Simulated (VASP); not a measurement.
A run of VASP 6.6.1:

Contents of INCAR:

```
SYSTEM = AlP
  PREC = Accurate
  ENCUT = 500
  EDIFF = 1E-6
  ISMEAR = 0
  SIGMA = 0.1
  LREAL = .False.
  LASPH = .True.
  NELM = 120
  ALGO = Normal
  ISIF = 2
  LWAVE = .False.
  LCHARG = .False.
  GGA = PE
  NBANDS = 11
  GGA_COMPAT = .False.
```

File KPOINTS:

```
Automatic mesh
0
Gamma
  2 2 2
  0 0 0
```

POSCAR

```
AlP
1.0
    0.0000000000      2.7364837130      2.7364837130
    2.7364837130      0.0000000000      2.7364837130
    2.7364837130      2.7364837130      0.0000000000
Al P
1 1
Direct
    0.0000000000      0.0000000000      0.0000000000
    0.7500000000      0.7500000000      0.7500000000
```

Potentials or basis: VASP PAW PBE potentials, release 64 (Al, P).

Command:

```console
$ cat potpaw_PBE.64/Al/POTCAR potpaw_PBE.64/P/POTCAR > POTCAR
$ mpirun -np 1 vasp_std > vasp.out
```

Hardware: 1 thread of Intel(R) Xeon(R) Platinum 8488C (Sapphire Rapids), with other jobs on the host.

Problem. Estimate the wall time of this run.

Solution. Run time: 2.5 s on 1 thread of Intel(R) Xeon(R) Platinum 8488C (Sapphire Rapids), on a shared host, peak memory 0.14 GiB. Counts: scf iterations 13, k points 3.
